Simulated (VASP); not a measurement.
The system is Ga2P.

```
Ga P
1.0
     3.98989    0.00000    0.00000
     0.00000    3.98989    0.00000
     0.00000    0.00000    6.08778
Ga P
4 2
Direct
  0.00000 0.00000 0.00000
  0.50000 0.50000 0.00000
  0.00000 0.50000 0.27000
  0.50000 0.00000 0.73000
  0.00000 0.50000 0.70000
  0.50000 0.00000 0.30000
```

```yaml
Program: VASP 6.6.1
Task: relaxation of cell and atoms
Functional: PBE
Potentials_or_basis: VASP PAW PBE potentials, release 64 (Ga_d, P)
Cutoff: 600 eV
k_mesh: 4 × 4 × 4
Occupations: gaussian, width 0.1 eV
Spin: no spin polarisation
```

At the start: pressure 13.3 GPa; volume 16.15 Å³/atom.

Task: How do energy, volume and symmetry change on relaxing?

Result: Over 22 steps the energy falls by 329.3 meV/atom and the volume is 18.05 Å³/atom (+11.8 %); space group P4/nmm (No. 129, to 0.05 Å).

The path:
| step | energy change (eV) | largest force (eV/Å) | pressure (GPa) | volume (Å³) |
| --- | --- | --- | --- | --- |
| 1 | 0.0000 | 2.5173 | 13.35 | 96.91 |
| 2 | -1.0316 | 1.2179 | -2.43 | 117.03 |
| 3 | -1.0316 | 1.2288 | -2.46 | 116.91 |
| 4 | -1.2198 | 0.7902 | -1.50 | 114.19 |
| 5 | -1.2831 | 0.5792 | 0.81 | 110.93 |
| 6 | -1.2895 | 0.3669 | 0.17 | 111.77 |
| 7 | -1.3668 | 0.2821 | 0.02 | 111.40 |
| 8 | -1.6702 | 0.3567 | -0.15 | 109.99 |
| 9 | -1.7459 | 0.7236 | 1.50 | 105.93 |
| 10 | -1.8295 | 0.6392 | 0.05 | 107.80 |
| 11 | -1.8771 | 0.5485 | -1.34 | 110.10 |
| 12 | -1.8782 | 0.5633 | -1.12 | 109.65 |
| 13 | -1.9127 | 0.4091 | 0.00 | 108.09 |
| 14 | -1.9151 | 0.3443 | 0.54 | 107.54 |
| 15 | -1.9411 | 0.2061 | 0.33 | 107.97 |
| 16 | -1.9539 | 0.2903 | 0.21 | 108.55 |
| 17 | -1.9638 | 0.1905 | -0.30 | 109.19 |
| 18 | -1.9672 | 0.0684 | -1.16 | 110.40 |
| 19 | -1.9682 | 0.0715 | -0.92 | 110.02 |
| 20 | -1.9739 | 0.0450 | -0.51 | 109.20 |
| 21 | -1.9752 | 0.0419 | 0.32 | 107.83 |
| 22 | -1.9760 | 0.0397 | 0.05 | 108.33 |

Final structure:
```xyz
6
Lattice="3.6923 0.0000 0.0000 0.0000 3.6923 0.0000 0.0000 0.0000 7.9463" Properties=species:S:1:pos:R:3 pbc="T T T"
Ga    0.0000    0.0000    0.0000
Ga    1.8461    1.8461    0.0000
Ga    0.0000    1.8461    2.8569
Ga    1.8461    3.6923    5.0893
P     0.0000    1.8461    5.4217
P     1.8461    0.0000    2.5245
```

Caveat: the k points lie up to 0.43 Å⁻¹ apart in the final cell.
